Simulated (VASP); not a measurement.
# NiSn3 (Pm-3m) in VASP: further runs

Runs on NiSn3. Level: PBEsol. Tasks: single point, relaxation of cell and atoms.

Program: VASP 6.6.1. These are calculated values, not measurements. Logs are shortened: lines on timing, memory, paths and dates and some standing lists are left out, and cuts for length are marked.

### Step 1. The cell of the first run

Symmetry: Pm-3m, No. 221, cubic system. The conventional cell has a = 4.409 Å, b = 4.409 Å, c = 4.409 Å, α = 90.00°, β = 90.00°, γ = 90.00°. Within 4.1 Å of Sn (site symmetry 4/mmm) lie 8 Sn at 3.12 Å and 4 Ni at 3.12 Å. Within 4.1 Å of Ni (site symmetry m-3m) lie 12 Sn at 3.12 Å.

### Step 2. Single point, PBEsol

Contents of INCAR:

```
ALGO     = Fast           # electronic algorithm
EDIFF    = 1E-6           # SCF threshold, eV
ENCUT    = 520            # plane-wave cutoff, eV
GGA      = PS             # functional
ISIF     = 2              # what is computed and relaxed
ISMEAR   = 0              # smearing method
LASPH    = True           # aspherical terms in the spheres
LCHARG   = True           # write CHGCAR
LELF     = True           # ELF
LREAL    = False          # projectors in reciprocal space
LVHAR    = True         
LWAVE    = False          # write WAVECAR
NBANDS   = 34             # bands
NELM     = 60             # most SCF steps
PREC     = Accurate       # precision mode
SIGMA    = 0.1            # smearing width, eV
```

Contents of KPOINTS:

```
k-points
0
Gamma
  10 10 10
```

Contents of POSCAR:

```
NiSn3
1.0
    4.4087142738      0.0000000000      0.0000000000
    0.0000000000      4.4087142738      0.0000000000
    0.0000000000      0.0000000000      4.4087142738
Sn Ni
3 1
Direct
    0.0000000000      0.5000000000      0.5000000000
    0.5000000000      0.0000000000      0.5000000000
    0.5000000000      0.5000000000      0.0000000000
    0.0000000000      0.0000000000      0.0000000000
```

Potentials or basis: VASP PAW PBE potentials, release 64 (Sn_d, Ni).

Run with:

```bash
$ cat potpaw_PBE.64/Sn_d/POTCAR potpaw_PBE.64/Ni/POTCAR > POTCAR
$ mpirun -np 1 vasp_std > vasp.out
```

OUTCAR:

```text
EDIFF = 1E-6
   ENCUT = 520
   GGA = PS
   ISIF = 2
   ISMEAR = 0
   LASPH = True
   LREAL = False
   NELM = 60
   PREC = Accurate

 ion  position               nearest neighbor table
   1  0.000  0.500  0.500-   2 3.12   3 3.12   4 3.12   3 3.12   4 3.12   2 3.12   4 3.12   4 3.12
                             2 3.12   3 3.12   3 3.12   2 3.12
   2  0.500  0.000  0.500-   1 3.12   3 3.12   4 3.12   3 3.12   4 3.12   1 3.12   3 3.12   3 3.12
                             1 3.12   4 3.12   4 3.12   1 3.12
   3  0.500  0.500  0.000-   1 3.12   2 3.12   4 3.12   1 3.12   2 3.12   2 3.12   4 3.12   2 3.12
                             1 3.12   4 3.12   1 3.12   4 3.12
   4  0.000  0.000  0.000-   1 3.12   2 3.12   3 3.12   1 3.12   2 3.12   1 3.12   3 3.12   1 3.12
                             2 3.12   3 3.12   2 3.12   3 3.12

  LATTYP: Found a simple cubic cell.
 ALAT       =     4.4087142738

  Lattice vectors:

 A1 = (   4.4087142738,   0.0000000000,   0.0000000000)
 A2 = (   0.0000000000,   4.4087142738,   0.0000000000)
 A3 = (   0.0000000000,   0.0000000000,   4.4087142738)

Analysis of symmetry for initial positions (statically):
=====================================================================
 Subroutine PRICEL returns:
 Original cell was already a primitive cell.

 Routine SETGRP: Setting up the symmetry group for a
 simple cubic supercell.

 Subroutine GETGRP returns: Found 48 space group operations
 (whereof 48 operations were pure point group operations)
 out of a pool of 48 trial point group operations.

The static configuration has the point symmetry O_h .

Analysis of symmetry for dynamics (positions and initial velocities):
=====================================================================
 Subroutine PRICEL returns:
 Original cell was already a primitive cell.

 Routine SETGRP: Setting up the symmetry group for a
 simple cubic supercell.

 Subroutine GETGRP returns: Found 48 space group operations
 (whereof 48 operations were pure point group operations)
 out of a pool of 48 trial point group operations.

The dynamic configuration has the point symmetry O_h .

 Subroutine INISYM returns: Found 48 space group operations
 (whereof 48 operations are pure point group operations),
 and found     1 'primitive' translations

----------------------------------------------------------------------------------------

[... 96 lines left out ...]
   EDIFF  = 0.1E-05   stopping-criterion for ELM
   LREAL  =      F    real-space projection
   EDIFFG = 0.1E-04   stopping-criterion for IOM
   NSW    =      0    number of steps for IOM
   IBRION =     -1    ionic relax: 0-MD 1-quasi-New 2-CG
   NFREE  =      0    steps in history (QN), initial steepest desc. (CG)
   ISIF   =      2    stress and relaxation
   ISYM   =      2    0-nonsym 1-usesym 2-fastsym
   POTIM  = 0.5000    time-step for ionic-motion
   TEBEG  =    0.0;   TEEND  =   0.0 temperature during run
   PSTRESS=    0.0 pullay stress
   NELECT =      52.0000    total number of electrons
   NUPDOWN=      -1.0000    fix difference up-down
   EMIN   =  10.00;   EMAX   =-10.00  energy-range for DOS
   EFERMI =   0.00;   METHOD = LEGACY
   ISMEAR =     0;   SIGMA  =   0.10  broadening in eV -4-tet -1-fermi 0-gaus
   EFERMI_NEDOS =   21; number of points for ismear=-14 and -15
   IALGO  =     68    algorithm
   IMIX   =      4    mixing-type and parameters
     AMIX     =   0.40;   BMIX     =  1.00
     AMIX_MAG =   1.60;   BMIX_MAG =  1.00
  volume/ion in A,a.u.               =      21.42       144.57
  Fermi-wavevector in a.u.,A,eV,Ry     =   1.386002  2.619165 26.136829  1.921003
  Thomas-Fermi vector in A             =   2.510359
   LORBIT       =      0    0 simple, 1 ext, 2 COOP (PROOUT), +10 PAW based schemes
   GGA     = PS    functional components
   LHFCALC =     F    Hartree Fock is set to
   AEXX    =    0.0000 exact exchange contribution
   IVDW    =     0    specifies the selected vdW correction
   LEPSILON=     F    determine dielectric tensor
   LRPA    =     F    only Hartree local field effects (RPA)
 non-spin polarized calculation
 RMM-DIIS sequential band-by-band and
 Gauss-broadening in eV      SIGMA  =   0.10
  energy-cutoff  :      520.00
  volume of cell :       85.69
 maximum number of plane-waves:      2325
 NGX is ok and might be reduce to    36
   NGX = 17   NGY = 17   NGZ = 17

 number of electron      51.9999971 magnetization

 Free energy of the ion-electron system (eV)
  ---------------------------------------------------
  ext. energy  EPLUGINS =         0.00000000
  ---------------------------------------------------
  free energy    TOTEN  =       -17.90753760 eV

  energy without entropy =      -17.89573827  energy(sigma->0) =      -17.90163794

 E-fermi :   9.0434     XC(G=0): -11.2534

 val. band max:        9.0332883620   @ k =   0.0000   0.0000   0.0000
 cond. band min:       9.0545672038   @ k =   0.3000   0.2000   0.1000
 fundamental gap:      0.0212788418
 Fermi energy:         9.0433605113

 k-point     1 :       0.0000    0.0000    0.0000
  band No.  band energies     occupation
      1     -12.6385      2.00000
      2     -12.6385      2.00000
      3     -12.6385      2.00000
      4     -12.6176      2.00000
      5     -12.4576      2.00000
      6     -12.4576      2.00000
[... 877 lines left out ...]
     33      14.0811      0.00000
     34      15.9938      0.00000

 [... further k-points ...]

------------------------ aborting loop because EDIFF is reached ----------------------------------------

  FORCE on cell =-STRESS in cart. coord.  units (eV):
  Direction    XX          YY          ZZ          XY          YZ          ZX
  --------------------------------------------------------------------------------------
  -------------------------------------------------------------------------------------
  Total        0.0051578      0.0051578      0.0051578     -0.0000000     -0.0000000     -0.0000000
  in kB        0.0964358      0.0964358      0.0964358     -0.0000000     -0.0000000     -0.0000000
  external PRESSURE =       0.0964358 kB  Pullay stress =       0.0000000 kB

 VOLUME and BASIS-vectors are now :
 -----------------------------------------------------------------------------
  energy-cutoff  :      520.00
  volume of cell :       85.69
      direct lattice vectors                 reciprocal lattice vectors
     4.408714274  0.000000000  0.000000000     0.226823500  0.000000000  0.000000000
     0.000000000  4.408714274  0.000000000     0.000000000  0.226823500  0.000000000
     0.000000000  0.000000000  4.408714274     0.000000000  0.000000000  0.226823500

 POSITION                                       TOTAL-FORCE (eV/Angst)
 -----------------------------------------------------------------------------------
      0.00000      2.20436      2.20436         0.000000      0.000000      0.000000
      2.20436      0.00000      2.20436         0.000000      0.000000      0.000000
      2.20436      2.20436      0.00000         0.000000      0.000000      0.000000
      0.00000      0.00000      0.00000         0.000000      0.000000      0.000000
 -----------------------------------------------------------------------------------
    total drift:                                0.000000      0.000000      0.000000

  FREE ENERGIE OF THE ION-ELECTRON SYSTEM (eV)
  ---------------------------------------------------
  free  energy   TOTEN  =       -17.9075376003 eV

  energy  without entropy=      -17.8957382709  energy(sigma->0) =      -17.90163794
```

OSZICAR:

```text
N       E                     dE             d eps       ncg     rms          rms(c)
DAV:   1     0.483053386100E+03    0.48305E+03   -0.25317E+04  3884   0.246E+03
DAV:   2     0.463199725107E+02   -0.43673E+03   -0.42710E+03  3824   0.564E+02
DAV:   3    -0.158329029559E+02   -0.62153E+02   -0.61010E+02  4330   0.191E+02
DAV:   4    -0.185933418567E+02   -0.27604E+01   -0.27267E+01  4342   0.438E+01
DAV:   5    -0.186887927051E+02   -0.95451E-01   -0.95410E-01  5586   0.739E+00    0.106E+01
RMM:   6    -0.248314073374E+02   -0.61426E+01   -0.29984E+01  4369   0.312E+01    0.236E+01
RMM:   7    -0.184973428674E+02    0.63341E+01   -0.94454E+00  4071   0.185E+01    0.637E+00
RMM:   8    -0.179113337926E+02    0.58601E+00   -0.14642E+00  4104   0.609E+00    0.139E+00
RMM:   9    -0.179071220569E+02    0.42117E-02   -0.20802E-01  4225   0.265E+00    0.773E-01
RMM:  10    -0.179080531206E+02   -0.93106E-03   -0.57641E-02  4864   0.130E+00    0.299E-01
RMM:  11    -0.179095589896E+02   -0.15059E-02   -0.87377E-03  4559   0.742E-01    0.530E-01
RMM:  12    -0.179075661760E+02    0.19928E-02   -0.70771E-03  5186   0.453E-01    0.112E-01
RMM:  13    -0.179077087546E+02   -0.14258E-03   -0.86011E-04  5938   0.138E-01    0.146E-01
RMM:  14    -0.179075565846E+02    0.15217E-03   -0.17652E-04  5036   0.790E-02    0.541E-02
RMM:  15    -0.179075357680E+02    0.20817E-04   -0.92199E-05  4211   0.458E-02    0.844E-03
RMM:  16    -0.179075373350E+02   -0.15671E-05   -0.17103E-05  4154   0.193E-02    0.828E-03
RMM:  17    -0.179075376003E+02   -0.26527E-06   -0.33471E-06  3059   0.103E-02
   1 F= -.17907538E+02 E0= -.17901638E+02  d E =-.117993E-01
```

It took 2.1 min on 1 thread of AMD EPYC 9R45 (Zen 5), shared host; peak memory 0.26 GiB.

What came out:

```yaml
Free_energy: -17.9075 eV
Pressure: 0.0 GPa
Band_gap_on_the_k_mesh: zero (bands 26 and 27 overlap by 1.08 eV)
```

Levels at points of the mesh, in eV from the Fermi level:
| k point | band 23 | band 24 | band 25 | band 26 | band 27 | band 28 | band 29 | band 30 |
| --- | --- | --- | --- | --- | --- | --- | --- | --- |
| (0.00, 0.00, 0.00) | -1.10 | -1.10 | -0.60 | -0.60 | -0.01 | 3.19 | 3.19 | 3.19 |
| (0.50, 0.00, 0.00) | -1.09 | -0.30 | -0.30 | -0.16 | -0.16 | 0.14 | 0.73 | 1.76 |
| (0.50, 0.50, 0.00) | -1.01 | -0.99 | 0.21 | 0.21 | 1.26 | 1.26 | 1.74 | 1.74 |
| (0.50, 0.50, 0.50) | -1.26 | -0.94 | -0.94 | -0.68 | -0.68 | -0.68 | 7.53 | 7.53 |

Caveat: the PAW data sets were made with another functional, which shifts forces and pressure a little; spin-orbit coupling is left out, which moves the levels of the heavy elements.

### Step 3. Relaxation of cell and atoms, PBEsol

This run uses another cell than the first one, of 21.61 Å³/atom.

Contents of INCAR:

```
PREC = Accurate
ENCUT = 600
EDIFF = 1E-6
ISMEAR = 0
SIGMA = 0.1
LREAL = F
LASPH = T
NELM = 80
ALGO = Fast
ISIF = 3
LWAVE = F
LCHARG = F
GGA = PS
IBRION = 2
NSW = 100
EDIFFG = -0.01
```

Contents of KPOINTS:

```
regular mesh
0
Gamma
  10 10 10
```

Contents of POSCAR:

```
NiSn3
1.0
    4.4217742697      0.0000000000      0.0000000000
    0.0000000000      4.4217742697      0.0000000000
    0.0000000000      0.0000000000      4.4217742697
Sn Ni
3 1
Direct
    0.0000000000      0.5000000000      0.5000000000
    0.5000000000      0.0000000000      0.5000000000
    0.5000000000      0.5000000000      0.0000000000
    0.0000000000      0.0000000000      0.0000000000
```

Potentials or basis: VASP PAW PBE potentials, release 64 (Sn_d, Ni).

Run with:

```bash
$ cat potpaw_PBE.64/Sn_d/POTCAR potpaw_PBE.64/Ni/POTCAR > POTCAR
$ mpirun -np 1 vasp_std > vasp.out
```

Run time: 4.2 min. Hardware: 1 thread of AMD EPYC 9R45 (Zen 5), shared host; peak memory 0.29 GiB.

Results (log left out):

* Free energy: -17.9084 eV
* Relaxed volume: 21.43 Å³/atom
* Relaxed cell: a = 4.409 Å, b = 4.409 Å, c = 4.409 Å, α = 90.00°, β = 90.00°, γ = 90.00°
* Space group after relaxing (to 0.1 Å): Pm-3m (No. 221)
* Energy gained by relaxing: 0.4 meV/atom
* Ionic steps: 3
* Pressure after relaxing: 0.0 GPa
* Band gap on the k mesh: zero (bands 26 and 27 overlap by 1.08 eV)

Step by step:
```csv
step,energy change (eV),largest force (eV/Å),pressure (GPa),volume (Å³)
1,0.0000,0.0000,-0.49,86.45
2,-0.0014,0.0000,0.14,85.62
3,-0.0015,0.0000,0.02,85.72
```

Final structure:
```cif
data_structure
_symmetry_space_group_name_H-M 'P 1'
_symmetry_Int_Tables_number 1
_cell_length_a 4.4093
_cell_length_b 4.4093
_cell_length_c 4.4093
_cell_angle_alpha 90.000
_cell_angle_beta 90.000
_cell_angle_gamma 90.000
_cell_volume 85.72
loop_
_atom_site_label
_atom_site_type_symbol
_atom_site_fract_x
_atom_site_fract_y
_atom_site_fract_z
_atom_site_occupancy
Sn1 Sn 0.00000 0.50000 0.50000 1
Sn2 Sn 0.50000 0.00000 0.50000 1
Sn3 Sn 0.50000 0.50000 0.00000 1
Ni1 Ni 0.00000 0.00000 0.00000 1
```

Levels at points of the mesh, in eV from the Fermi level:
```
           k point  band 22  band 23  band 24  band 25  band 26  band 27  band 28  band 29  band 30  band 31
(0.00, 0.00, 0.00)    -1.10    -1.10    -1.10    -0.60    -0.60    -0.01     3.19     3.19     3.19     4.65
(0.50, 0.00, 0.00)    -1.11    -1.09    -0.30    -0.30    -0.16    -0.16     0.14     0.73     1.76     5.59
(0.50, 0.50, 0.00)    -1.07    -1.01    -0.99     0.21     0.21     1.26     1.26     1.74     1.74     3.70
(0.50, 0.50, 0.50)    -4.27    -1.26    -0.94    -0.94    -0.68    -0.68    -0.68     7.52     7.52     8.26
```

Caveat: the PAW data sets were made with another functional, which shifts forces and pressure a little; spin-orbit coupling is left out, which moves the levels of the heavy elements.
